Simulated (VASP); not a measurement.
Set up this calculation in VASP 6.6.1, as the native input.

```
Task                   : relaxation of cell and atoms
Functional             : PBE
Potentials or basis    : VASP PAW PBE potentials, release 64 (Sc_sv, Sb, Te)
Cutoff                 : 600 eV
k mesh                 : 8 × 8 × 8
Occupations            : gaussian, width 0.1 eV
Spin                   : no spin polarisation
Dipole correction      : no
Further INCAR settings : ALGO = Normal; EDIFF = 1e-07; IBRION = 2; EDIFFG = -0.01; NSW = 100; ISIF = 3
```

The structure of ScSbTe4 lies in POSCAR:

```
ScSbTe4
1.0
    0.0000000000      4.3912005800      4.3912005800
    4.3912005800      0.0000000000      4.3912005800
    4.3912005800      4.3912005800      0.0000000000
Sc Sb Te
1 1 4
Direct
    0.7500000000      0.7500000000      0.7500000000
    0.0000000000      0.0000000000      0.0000000000
    0.3741246300      0.8776261200      0.3741246300
    0.3741246300      0.3741246300      0.8776261200
    0.8776261200      0.3741246300      0.3741246300
    0.3741246300      0.3741246300      0.3741246300
```

The input as run:

INCAR

```
SYSTEM = ScSbTe4
ALGO = Normal
EDIFF = 1E-7
EDIFFG = -0.01
ENCUT = 600
GGA = PE
IBRION = 2
ISIF = 3
ISMEAR = 0
LASPH = .TRUE.
LCHARG = .FALSE.
LREAL = .FALSE.
LWAVE = .FALSE.
NELM = 80
NSW = 100
PREC = Accurate
SIGMA = 0.1
```

KPOINTS

```
k-points
0
G
  8 8 8
  0 0 0
```

Potentials or basis: VASP PAW PBE potentials, release 64 (Sc_sv, Sb, Te).

The run is started by

```sh
$ cat potpaw_PBE.64/Sc_sv/POTCAR potpaw_PBE.64/Sb/POTCAR potpaw_PBE.64/Te/POTCAR > POTCAR
$ mpirun -np 1 vasp_std > vasp.out
```

Results of the run:

| Property | Result |
| --- | --- |
| Relaxed volume | 29.34 Å³/atom |
| Relaxed cell | a = 6.291 Å, b = 6.291 Å, c = 6.291 Å, α = 60.00°, β = 60.00°, γ = 60.00° |
| Space group after relaxing (to 0.05 Å) | F-43m (No. 216) |
| Energy gained by relaxing | 8.8 meV/atom |
| Ionic steps | 5 |
| Pressure after relaxing | 0.0 GPa |
| Band gap on the k mesh | zero (band 20 reaches 8.04 eV, above the bottom of band 21 at 6.89 eV) |

Caveat: spin-orbit coupling is left out, which moves the levels of the heavy elements.

Wall time 20 min on 1 thread of Oxide Virtual Turin-like Processor (shared host), peak memory 0.45 GiB.
